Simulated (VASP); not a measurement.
Runs of VASP 6.6.1 on SnSe. The structure is that of space group Fm-3m (No. 225), or close to it. The cells are those of the table. 

| cell | pressure (GPa) |
| --- | --- |
| a = 4.199 Å, angles 60.0°, 2 atoms | 0.0 |
| a = 4.257 Å, angles 60.0°, 2 atoms | -2.1 |
| a = 4.313 Å, angles 60.0°, 2 atoms | (b) |
| a = 4.367 Å, angles 60.0°, 2 atoms | -5.2 |
| a = 4.140 Å, angles 60.0°, 2 atoms | (a) |

Alike in all rows: task single point; level PBEsol; potentials or basis VASP PAW PBE potentials, release 64 (Sn_d, Se); no spin polarisation; k mesh 5 × 5 × 5; cutoff (eV) 520; smearing gaussian 0.01 eV.

Question: Estimate the missing entries.

Answer: (a) 2.7; (b) -3.8.

Caveats: the PAW data sets were made with another functional, which shifts forces and pressure a little.
